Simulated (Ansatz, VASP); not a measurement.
**One calculation of Cs3Tl3N2, two programs**

File INCAR:

```
ALGO = Normal
EDIFF = 1E-6
ENCUT = 600
GGA = PE
GGA_COMPAT = F
ISIF = 2
ISMEAR = 0
LASPH = T
LCHARG = T
LELF = T
LREAL = F
LVHAR = T
LWAVE = F
NBANDS = 48
NELM = 120
PREC = Accurate
SIGMA = 0.1
```

KPOINTS

```
k-points
0
Gamma
  4 4 4
```

POSCAR

```
Cs3Tl3N2
1.0
    7.6668969906      0.0000000000      0.0000000000
    2.2130551482      7.5872721780      0.0000000000
    2.4730322768      3.1180223580      6.8560926054
Cs Tl N
3 3 2
Direct
    0.5832865372      0.2736166849      0.0002783065
    0.3098401434      0.0006518638      0.7232680642
    0.0021620282      0.6594674977      0.3892885619
    0.8587690338      0.1358353321      0.4831235498
    0.0249803253      0.3786378124      0.0684776448
    0.8241284509      0.7807954313      0.8677193370
    0.4390629095      0.6784315994      0.5267819445
    0.4577705716      0.5925637784      0.4410625912
```

Input for Ansatz:

```yaml
crystal:
  lattice:
    - [7.6668969906, 0.0, 0.0]
    - [2.2130551482, 7.587272178, 0.0]
    - [2.4730322768, 3.118022358, 6.8560926054]
  atoms:
    - { symbol: Cs, position: [0.5832865372, 0.2736166849, 0.0002783065] }
    - { symbol: Cs, position: [0.3098401434, 0.0006518638, 0.7232680642] }
    - { symbol: Cs, position: [0.0021620282, 0.6594674977, 0.3892885619] }
    - { symbol: Tl, position: [0.8587690338, 0.1358353321, 0.4831235498] }
    - { symbol: Tl, position: [0.0249803253, 0.3786378124, 0.0684776448] }
    - { symbol: Tl, position: [0.8241284509, 0.7807954313, 0.867719337] }
    - { symbol: "N", position: [0.4390629095, 0.6784315994, 0.5267819445] }
    - { symbol: "N", position: [0.4577705716, 0.5925637784, 0.4410625912] }
basis:
  ecutwfc: 420
kpoints:
  mp_grid: { grid: [4, 4, 4] }
hamiltonian:
  xc: pbe
scf:
  occupations: { method: gaussian, width: 0.1 }
  lower_state_search: "off"
output:
  forces: true
  stress: true
  eigenvalues: true
```

Change from the starting cell: the structure that the rattled cell fell into.

Alike in both runs: task single point; functional PBE; k mesh 4 × 4 × 4; occupations gaussian, width 0.1 eV; no spin polarisation.

|  | VASP | Ansatz |
| --- | --- | --- |
| version | VASP 6.6.1 | Ansatz 0.2.0 |
| potentials or method | VASP PAW PBE potentials, release 64 (Cs_sv, Tl_d, N), cutoff 600 eV | scalar-relativistic, plane waves, PAW |
| valence electrons in the cell | 76 | 76 |

Ansatz gave:

| Item | Value |
| --- | --- |
| gap on the k mesh at the Fermi level (eV) | none |
| pressure (GPa) | 0.0 |
| traceless stress, the component that is largest in VASP (GPa) | 0.09 |
| rms of the force components (eV/Å) | 0.025 |

Q: What did VASP give for the same quantities?

A: gap on the k mesh at the Fermi level (eV): none; pressure (GPa): 0.2; traceless stress, the component that is largest in VASP (GPa): 0.33; rms of the force components (eV/Å): 0.374.

Atom by atom the forces differ by 0.374 eV/Å (rms over components). A gap of «none» marks a metal or a gap that the smearing closes. One of these differences is far larger than is usual between the two programs; its cause wasn't traced. With one functional, cell and mesh, what is left measures potentials, basis and numerics.

Spin-orbit coupling is off throughout. Noted on VASP's run: the standard files for N, O and F lose accuracy on very short bonds.
